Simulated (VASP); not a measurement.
# C in VASP: notebook

Runs on C. Level: PBE. Tasks: single point.

Program: VASP 6.6.1. These are calculated values, not measurements. Logs are shortened: lines on timing, memory, paths and dates and some standing lists are left out, and cuts for length are marked.

## 1. The cell of the first run

Symmetry: Imma, No. 74, orthorhombic system. Conventional cell: a = 2.512 Å, b = 8.460 Å, c = 4.155 Å, α = 90.00°, β = 90.00°, γ = 90.00°. C (site symmetry m) has 4 C at 1.49 to 1.67 Å within 2.0 Å. C (site symmetry m) has 4 C at 1.49 to 1.67 Å within 2.0 Å. C (site symmetry mm2) has 4 C at 1.49 to 1.67 Å within 2.0 Å.

## 2. Single point, PBE

INCAR reads:

```
SYSTEM = C
ALGO = Normal ; EDIFF = 1E-6
ENCUT = 520 ; GGA = PE
ISIF = 2 ; ISMEAR = 0
LASPH = .True. ; LCHARG = .True.
LELF = .True. ; LREAL = .False.
LVHAR = .True. ; LWAVE = .False.
NBANDS = 36 ; NELM = 100
PREC = Accurate ; SIGMA = 0.1
```

KPOINTS reads:

```
k-points
0
Gamma
  6 6 6
  0 0 0
```

POSCAR reads:

```
C
1.0
    2.5115277265      0.0000000000      0.0000000000
    1.2557638632     -4.2297851755      2.0774983223
    1.2557638632     -4.2297851755     -6.2324949669
C
12
Direct
    0.9474124469      0.5068451345      0.5983299717
    0.9474124469      0.0068451345      0.0983299717
    0.0525875531      0.9931548655      0.9016700283
    0.0525875531      0.4931548655      0.4016700283
    0.4474124469      0.4009175247      0.7042575814
    0.4474124469      0.9009175247      0.2042575814
    0.5525875531      0.0990824753      0.7957424186
    0.5525875531      0.5990824753      0.2957424186
    0.2500000000      0.7017475300      0.7982524700
    0.2500000000      0.2017475300      0.2982524700
    0.7500000000      0.7982524700      0.7017475300
    0.7500000000      0.2982524700      0.2017475300
```

Potentials or basis: VASP PAW PBE potentials, release 64 (C).

Launch:

```console
$ cat potpaw_PBE.64/C/POTCAR > POTCAR
$ mpirun -np 1 vasp_std > vasp.out
```

OUTCAR:

```text
SYSTEM = C
   EDIFF = 1E-6
   ENCUT = 520
   GGA = PE
   ISIF = 2
   ISMEAR = 0
   LASPH = .True.
   LREAL = .False.
   NELM = 100
   PREC = Accurate

 ion  position               nearest neighbor table
   1  0.947  0.507  0.598-   4 1.49   5 1.53   5 1.53  11 1.67
   2  0.947  0.007  0.098-   3 1.49   6 1.53   6 1.53  12 1.67
   3  0.053  0.993  0.902-   2 1.49   7 1.53   7 1.53   9 1.67
   4  0.053  0.493  0.402-   1 1.49   8 1.53   8 1.53  10 1.67
   5  0.447  0.401  0.704-   7 1.49   1 1.53   1 1.53   9 1.67
   6  0.447  0.901  0.204-   8 1.49   2 1.53   2 1.53  10 1.67
   7  0.553  0.099  0.796-   5 1.49   3 1.53   3 1.53  11 1.67
   8  0.553  0.599  0.296-   6 1.49   4 1.53   4 1.53  12 1.67
   9  0.250  0.702  0.798-  11 1.49  11 1.49   3 1.67   5 1.67
  10  0.250  0.202  0.298-  12 1.49  12 1.49   4 1.67   6 1.67
  11  0.750  0.798  0.702-   9 1.49   9 1.49   1 1.67   7 1.67
  12  0.750  0.298  0.202-  10 1.49  10 1.49   2 1.67   8 1.67

  LATTYP: Found a base centered monoclinic cell.
 ALAT       =     9.4248781234
 B/A-ratio  =     0.2664785362
 C/A-ratio  =     0.8817083023
 COS(beta)  =    -0.4408541511

  Lattice vectors:

 A1 = (   1.2557638632,  -4.2297851755,   2.0774983223)
 A2 = (  -1.2557638633,  -4.2297851755,   2.0774983223)
 A3 = (   0.0000000000,   0.0000000000,  -8.3099932892)

Analysis of symmetry for initial positions (statically):
=====================================================================
 Subroutine PRICEL returns following result:

  LATTYP: Found a body centered orthorhombic cell.
 ALAT       =     2.5115277265
 B/A-ratio  =     1.6543702069
 C/A-ratio  =     3.3682966195

  Lattice vectors:

 A1 = (   1.2557638633,   4.2297851755,   2.0774983223)
 A2 = (  -1.2557638632,   4.2297851755,  -2.0774983223)
 A3 = (  -1.2557638633,  -4.2297851755,   2.0774983223)

   2 primitive cells build up your supercell.

 Routine SETGRP: Setting up the symmetry group for a
 base centered monoclinic supercell.

 Subroutine GETGRP returns: Found  4 space group operations
 (whereof  4 operations were pure point group operations)
 out of a pool of  4 trial point group operations.

The static configuration has the point symmetry C_2h.

Analysis of symmetry for dynamics (positions and initial velocities):
=====================================================================
 Subroutine PRICEL returns following result:

  LATTYP: Found a body centered orthorhombic cell.
 ALAT       =     2.5115277265
 B/A-ratio  =     1.6543702069
 C/A-ratio  =     3.3682966195

  Lattice vectors:

 A1 = (   1.2557638633,   4.2297851755,   2.0774983223)
 A2 = (  -1.2557638632,   4.2297851755,  -2.0774983223)
 A3 = (  -1.2557638633,  -4.2297851755,   2.0774983223)

   2 primitive cells build up your supercell.

 Routine SETGRP: Setting up the symmetry group for a
 base centered monoclinic supercell.

 Subroutine GETGRP returns: Found  4 space group operations
 (whereof  4 operations were pure point group operations)
 out of a pool of  4 trial point group operations.

The dynamic configuration has the point symmetry C_2h.

 Subroutine INISYM returns: Found  4 space group operations
 (whereof  4 operations are pure point group operations),
 and found     2 'primitive' translations

----------------------------------------------------------------------------------------

                                     Primitive cell

  volume of cell :      44.1395

  direct lattice vectors                    reciprocal lattice vectors
     1.255763863  4.229785175  2.077498322     0.000000000  0.118209313  0.240674081
    -1.255763863  4.229785175 -2.077498322    -0.398164030  0.118209313  0.000000000
    -1.255763863 -4.229785175  2.077498322    -0.398164030  0.000000000  0.240674081

  length of vectors
     4.876886793  4.876886793  4.876886793     0.268137008  0.415340867  0.465251123

  position of ions in fractional coordinates (direct lattice)
     0.803340057  0.947412447  0.855927610
     0.196659943  0.052587553  0.144072390
     0.591484837  0.447412447  0.144072390
     0.408515163  0.552587553  0.855927610
     0.403495060  0.250000000  0.153495060
     0.596504940  0.750000000  0.846504940

  ion indices of the primitive-cell ions
   primitive index   ion index
                 1           1
                 2           4
                 3           5
                 4           8
                 5           9
                 6          11

----------------------------------------------------------------------------------------

 KPOINTS: k-points

Automatic generation of k-mesh.
 Grid dimensions read from file:
 generate k-points for:    6    6    6

 Generating k-lattice:

  Cartesian coordinates                     Fractional coordinates (reciprocal lattice)
     0.066360672  0.019701552  0.000000000     0.166666667  0.000000000  0.000000000
     0.000000000 -0.029552328  0.020056173     0.000000000  0.166666667  0.000000000
[... 67 lines left out ...]
   LORBIT       =      0    0 simple, 1 ext, 2 COOP (PROOUT), +10 PAW based schemes
   GGA     = PE    functional components
   LHFCALC =     F    Hartree Fock is set to
   AEXX    =    0.0000 exact exchange contribution
   IVDW    =     0    specifies the selected vdW correction
   LEPSILON=     F    determine dielectric tensor
   LRPA    =     F    only Hartree local field effects (RPA)
 non-spin polarized calculation
 Gauss-broadening in eV      SIGMA  =   0.10
  energy-cutoff  :      520.00
  volume of cell :       88.28
 maximum number of plane-waves:      2412
   NGX =  9   NGY = 19   NGZ = 29

 number of electron      47.9999999 magnetization

 Free energy of the ion-electron system (eV)
  ---------------------------------------------------
  ext. energy  EPLUGINS =         0.00000000
  ---------------------------------------------------
  free energy    TOTEN  =       -99.29018590 eV

  energy without entropy =      -99.29018590  energy(sigma->0) =      -99.29018590

 E-fermi :   6.7239     XC(G=0): -11.4129

 val. band max:        6.2426220725   @ k =   0.0000   0.0000   0.0000
 cond. band min:       7.8532885475   @ k =   0.0000   0.5000   0.5000
 fundamental gap:      1.6106664750
 Fermi energy:         6.7238843299

 k-point     1 :       0.0000    0.0000    0.0000
  band No.  band energies     occupation
      1     -14.3529      2.00000
      2     -13.5982      2.00000
      3     -11.6307      2.00000
      4      -9.5844      2.00000
      5      -8.5637      2.00000
      6      -8.1622      2.00000
[... 28 lines left out ...]
     35      13.7547      0.00000
     36      15.3756      0.00000

 k-point     2 :       0.1667    0.0000    0.0000
  band No.  band energies     occupation
      1     -13.8043      2.00000
      2     -13.0935      2.00000
      3     -11.1308      2.00000
      4      -9.5109      2.00000
      5      -7.7387      2.00000
      6      -7.6428      2.00000
[... 28 lines left out ...]
     35      15.1313      0.00000
     36      15.4923      0.00000

 k-point     3 :       0.3333    0.0000    0.0000
  band No.  band energies     occupation
      1     -12.1726      2.00000
      2     -11.5902      2.00000
      3      -9.6652      2.00000
      4      -8.7100      2.00000
      5      -6.6517      2.00000
      6      -6.2091      2.00000
[... 28 lines left out ...]
     35      15.6991      0.00000
     36      16.5734      0.00000
[... 742 lines left out ...]
 k-point    23 :       0.5000   -0.0000    0.1667
  band No.  band energies     occupation
      1      -9.6019      2.00000
      2      -9.3941      2.00000
      3      -9.3827      2.00000
      4      -8.8737      2.00000
      5      -7.8656      2.00000
      6      -7.2826      2.00000
[... 28 lines left out ...]
     35      15.7973      0.00000
     36      15.8735      0.00000

 k-point    24 :      -0.3333    0.0000    0.1667
  band No.  band energies     occupation
      1     -12.0641      2.00000
      2     -11.7705      2.00000
      3      -9.2637      2.00000
      4      -9.0608      2.00000
      5      -6.7068      2.00000
      6      -6.3204      2.00000
[... 28 lines left out ...]
     35      16.0392      0.00000
     36      16.3523      0.00000

 [... further k-points ...]

------------------------ aborting loop because EDIFF is reached ----------------------------------------

  FORCE on cell =-STRESS in cart. coord.  units (eV):
  Direction    XX          YY          ZZ          XY          YZ          ZX
  --------------------------------------------------------------------------------------
  -------------------------------------------------------------------------------------
  Total        0.4501608      0.2467409      0.1886433      0.0000000     -0.0003965     -0.0000000
  in kB        8.1699864      4.4781098      3.4236939      0.0000000     -0.0071969     -0.0000000
  external PRESSURE =       5.3572634 kB  Pullay stress =       0.0000000 kB

 VOLUME and BASIS-vectors are now :
 -----------------------------------------------------------------------------
  energy-cutoff  :      520.00
  volume of cell :       88.28
      direct lattice vectors                 reciprocal lattice vectors
     2.511527726  0.000000000  0.000000000     0.398164030  0.118209313  0.000000000
     1.255763863 -4.229785175  2.077498322     0.000000000 -0.177313970  0.120337041
     1.255763863 -4.229785175 -6.232494967     0.000000000 -0.059104657 -0.120337041

 POSITION                                       TOTAL-FORCE (eV/Angst)
 -----------------------------------------------------------------------------------
      3.76729     -4.67465     -2.67612         0.000000      0.004788      0.009436
      2.51153     -0.44487     -0.59862         0.000000      0.004788      0.009436
      2.51153     -8.01470     -3.55638        -0.000000     -0.004788     -0.009436
      1.25576     -3.78492     -1.47888        -0.000000     -0.004788     -0.009436
      2.51153     -4.67465     -3.55638         0.000000      0.004544     -0.009459
      2.51153     -4.67465      0.59862         0.000000      0.004544     -0.009459
      2.51153     -3.78492     -4.75362        -0.000000     -0.004544      0.009459
      2.51153     -3.78492     -0.59862        -0.000000     -0.004544      0.009459
      2.51153     -6.34468     -3.51723         0.000000      0.000407     -0.031193
      1.25576     -2.11489     -1.43973         0.000000      0.000407     -0.031193
      3.76729     -6.34468     -2.71527        -0.000000     -0.000407      0.031193
      2.51153     -2.11489     -0.63777        -0.000000     -0.000407      0.031193
 -----------------------------------------------------------------------------------
    total drift:                               -0.000000     -0.000000      0.000000

  FREE ENERGIE OF THE ION-ELECTRON SYSTEM (eV)
  ---------------------------------------------------
  free  energy   TOTEN  =       -99.2901859020 eV

  energy  without entropy=      -99.2901859020  energy(sigma->0) =      -99.29018590
```

Run time: 2.8 min. Hardware: 1 thread of Intel Xeon Platinum 8559C (Emerald Rapids), shared host; peak memory 0.27 GiB.

What came out:

* Free energy: -99.2902 eV
* Pressure: 0.5 GPa
* Largest force: 0.031 eV/Å
* Band gap on the k mesh: 1.61 eV

Forces on the atoms (eV/Å):
```
C    0.000  0.005  0.009
C    0.000  0.005  0.009
C    0.000 -0.005 -0.009
C    0.000 -0.005 -0.009
C    0.000  0.005 -0.009
C    0.000  0.005 -0.009
C    0.000 -0.005  0.009
C    0.000 -0.005  0.009
C    0.000  0.000 -0.031
C    0.000  0.000 -0.031
C    0.000  0.000  0.031
C    0.000  0.000  0.031
```

Caveat: the k points lie up to 0.43 Å⁻¹ apart.

## 3. Single point, PBE

This run uses another cell than the first one: it holds 6 atoms, not 12.

INCAR reads:

```
ALGO = Normal
EDIFF = 1E-6
ENCUT = 520
GGA = PE
ISIF = 2
ISMEAR = 0
LASPH = True
LCHARG = False
LREAL = False
LWAVE = False
NBANDS = 21
NELM = 100
PREC = Accurate
SIGMA = 0.02
```

KPOINTS reads:

```
k-points
0
Gamma
  12 12 12
```

POSCAR reads:

```
C
1.0
   -1.2557638632      4.2297851755      2.0774983223
    1.2557638632     -4.2297851755      2.0774983223
    1.2557638632      4.2297851755     -2.0774983223
C
6
Direct
    0.8033400567      0.8559276097      0.9474124469
    0.1966599433      0.1440723903      0.0525875531
    0.5914848372      0.1440723903      0.4474124469
    0.4085151628      0.8559276097      0.5525875531
    0.4034950600      0.1534950600      0.2500000000
    0.5965049400      0.8465049400      0.7500000000
```

Potentials or basis: VASP PAW PBE potentials, release 64 (C).

Launch:

```console
$ cat potpaw_PBE.64/C/POTCAR > POTCAR
$ mpirun -np 1 vasp_std > vasp.out
```

It took 4.6 min on 1 thread of Intel Xeon Platinum 8559C (Emerald Rapids), shared host; peak memory 0.31 GiB.

Results (log left out):

```
Free energy            : -49.6526 eV
Pressure               : 0.5 GPa
Largest force          : 0.046 eV/Å
Band gap on the k mesh : 1.61 eV (least direct gap 2.88 eV)
```

Forces on the atoms (eV/Å):
```
C    0.000  0.002  0.016
C    0.000 -0.002 -0.016
C    0.000  0.002 -0.016
C    0.000 -0.002  0.016
C    0.000  0.000 -0.046
C    0.000  0.000  0.046
```

Stress tensor (GPa, compression positive):
```
0.74 0.00 0.00
0.00 0.41 0.00
0.00 0.00 0.42
```

Levels at points of the mesh, in eV from the valence-band top:
| k point | band 10 | band 11 | band 12 | band 13 | band 14 | band 15 |
| --- | --- | --- | --- | --- | --- | --- |
| (0.00, 0.00, 0.00) | -0.33 | -0.21 | 0.00 | 2.91 | 3.81 | 4.94 |
| (0.50, 0.00, 0.00) | -2.76 | -1.39 | -0.21 | 3.24 | 3.27 | 4.94 |
| (0.00, 0.50, 0.00) | -4.61 | -2.58 | -2.35 | 3.52 | 5.83 | 7.21 |
| (0.50, 0.50, 0.00) | -4.75 | -3.02 | -3.02 | 3.92 | 3.92 | 6.54 |
| (0.50, 0.50, 0.50) | -2.03 | -1.72 | -1.28 | 1.61 | 3.74 | 5.91 |

A k mesh can miss the band edges.

## 4. Single point, PBE

INCAR reads:

```
SYSTEM = C
ALGO = Normal
EDIFF = 1E-6
ENCUT = 520
GGA = PE
ISIF = 2
ISMEAR = 0
LASPH = .True.
LCHARG = .False.
LREAL = .False.
LWAVE = .False.
NBANDS = 36
NELM = 80
PREC = Accurate
SIGMA = 0.1
```

KPOINTS reads:

```
k-points
0
Gamma
  6 6 6
  0 0 0
```

POSCAR reads:

```
C
1.0
    2.5119503326     -0.0000872891      0.0000170670
    1.2561349168     -4.2301695776      2.0772263880
    1.2560812862     -4.2305185472     -6.2323537053
C
12
Direct
    0.9473907433      0.5068232506      0.5983173016
    0.9474418309      0.0066986878      0.0983379397
    0.0525061493      0.9933258806      0.9016560774
    0.0525516814      0.4932096413      0.4016817297
    0.4473679149      0.4009922429      0.7042011430
    0.4474856490      0.9007609278      0.2041860014
    0.5524869478      0.0992272710      0.7957966687
    0.5526015098      0.5990008609      0.2957835859
    0.2501015413      0.7018830700      0.7981571290
    0.2500334111      0.2016130977      0.2982502922
    0.7500509356      0.7983663124      0.7017692723
    0.7499816856      0.2980987572      0.2018628591
```

Launch:

```console
$ cat potpaw_PBE.64/C/POTCAR > POTCAR
$ mpirun -np 1 vasp_std > vasp.out
```

Run time: 4.7 min. Hardware: 1 thread of Intel Xeon Platinum 8559C (Emerald Rapids), shared host; peak memory 0.33 GiB.

Results (log left out):

```yaml
Free_energy: -99.2902 eV
Pressure: 0.5 GPa
Largest_force: 0.045 eV/Å
Band_gap_on_the_k_mesh: 1.62 eV
```

Forces on the atoms (eV/Å):
```
C    0.002  0.000  0.016
C    0.001  0.000  0.017
C    0.000  0.001 -0.018
C   -0.001  0.002 -0.016
C    0.002 -0.002 -0.016
C    0.001 -0.003 -0.016
C    0.000  0.002  0.016
C   -0.001  0.001  0.015
C   -0.002 -0.002 -0.044
C    0.000 -0.003 -0.042
C   -0.002  0.003  0.043
C    0.000  0.003  0.045
```

Stress tensor (GPa, compression positive):
```
0.72 0.02 0.00
0.02 0.38 0.00
0.00 0.00 0.45
```

Levels at points of the mesh, in eV from the valence-band top:
| k point | band 20 | band 21 | band 22 | band 23 | band 24 | band 25 | band 26 | band 27 | band 28 | band 29 |
| --- | --- | --- | --- | --- | --- | --- | --- | --- | --- | --- |
| (0.00, 0.00, 0.00) | -1.39 | -0.31 | -0.20 | -0.20 | 0.00 | 2.91 | 3.25 | 3.29 | 3.81 | 4.94 |
| (0.50, 0.00, 0.00) | -4.60 | -3.01 | -3.01 | -2.57 | -2.34 | 3.52 | 3.92 | 3.92 | 5.83 | 6.56 |
| (0.00, 0.50, 0.00) | -2.23 | -1.75 | -1.75 | -1.46 | -1.46 | 2.45 | 2.46 | 3.70 | 3.70 | 5.60 |
| (0.50, 0.50, 0.00) | -4.23 | -3.21 | -3.21 | -2.65 | -2.65 | 3.57 | 3.57 | 4.54 | 4.54 | 7.02 |
| (0.00, 0.00, 0.50) | -1.63 | -0.66 | -0.66 | -0.03 | -0.03 | 2.87 | 2.87 | 3.30 | 3.31 | 5.01 |
| (0.50, 0.00, 0.50) | -4.23 | -3.21 | -3.21 | -2.66 | -2.65 | 3.57 | 3.57 | 4.54 | 4.54 | 7.02 |
| (0.00, 0.50, 0.50) | -2.03 | -1.71 | -1.39 | -1.27 | -0.19 | 1.62 | 3.24 | 3.29 | 3.74 | 4.94 |
| (0.50, 0.50, 0.50) | -4.60 | -3.01 | -3.01 | -2.57 | -2.34 | 3.52 | 3.92 | 3.92 | 5.83 | 6.56 |

Caveat: the k points lie up to 0.43 Å⁻¹ apart. A k mesh can miss the band edges.

## 5. Summary

```csv
cell,k mesh,smearing,gap on the mesh (eV),pressure (GPa),largest force (eV/Å)
"a = 2.512, b = 4.877, c = 7.636 Å, angles 79.9, 80.5, 75.1°, 12 atoms, atomic positions A",6 × 6 × 6,gaussian 0.1 eV,1.61,0.5,0.03
"a = 4.877 Å, angles 150.2, 59.7, 129.6°, 6 atoms, atomic positions B",12 × 12 × 12,gaussian 0.02 eV,1.61,0.5,0.05
"a = 2.512, b = 4.877, c = 7.637 Å, angles 79.9, 80.5, 75.1°, 12 atoms, atomic positions C",6 × 6 × 6,gaussian 0.1 eV,1.62,0.5,0.05
```

Alike in all rows: task single point; level PBE; potentials or basis VASP PAW PBE potentials, release 64 (C); no spin polarisation; cutoff (eV) 520.

Caveats: some runs use coarse meshes.

Total energies depend on the potentials used, so only differences within one code and one set of settings carry meaning.
